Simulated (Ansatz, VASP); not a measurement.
Two plane-wave programs on ZnS

```
Zn S
1.0
     3.78468    0.00000    0.00000
    -1.89234    3.27763    0.00000
     0.00000    0.00000   12.39269
Zn S
4 4
Direct
  0.00000 0.00000 0.04049
  0.00000 0.00000 0.54049
  0.33333 0.66667 0.29041
  0.66667 0.33333 0.79041
  0.00000 0.00000 0.18722
  0.00000 0.00000 0.68722
  0.33333 0.66667 0.43757
  0.66667 0.33333 0.93757
```

Change from the starting cell: all Zn atoms moved +0.500 Å, as atom 1 along Cartesian [0 0 1].

Alike in both runs: task single point; functional PBEsol; k mesh 12 × 12 × 4; occupations gaussian, width 0.05 eV; no spin polarisation.

|  | VASP | Ansatz |
| --- | --- | --- |
| version | VASP 6.6.1 | Ansatz 0.2.0 |
| potentials or method | VASP PAW PBE potentials, release 64 (Zn, S), cutoff 520 eV | scalar-relativistic, plane waves, PAW |
| valence electrons in the cell | 72 | 72 |

VASP gave:

| Quantity | Value |
| --- | --- |
| gap on the k mesh at the Fermi level (eV) | 1.96 |
| least direct gap on the mesh (eV) | 1.96 |
| pressure (GPa) | 18.2 |
| traceless stress, the component that is largest in VASP (GPa) | 45.40 |
| rms of the force components (eV/Å) | 5.847 |

Question: Which values does Ansatz return?

Answer: gap on the k mesh at the Fermi level (eV): 1.94; least direct gap on the mesh (eV): 1.94; pressure (GPa): 17.8; traceless stress, the component that is largest in VASP (GPa): 44.90; rms of the force components (eV/Å): 5.793.

VASP's potentials were made for PBE, not for PBEsol. Atom by atom the forces differ by 0.054 eV/Å (rms over components). The functional is the same, so the differences come from potentials, cutoffs and numerics.
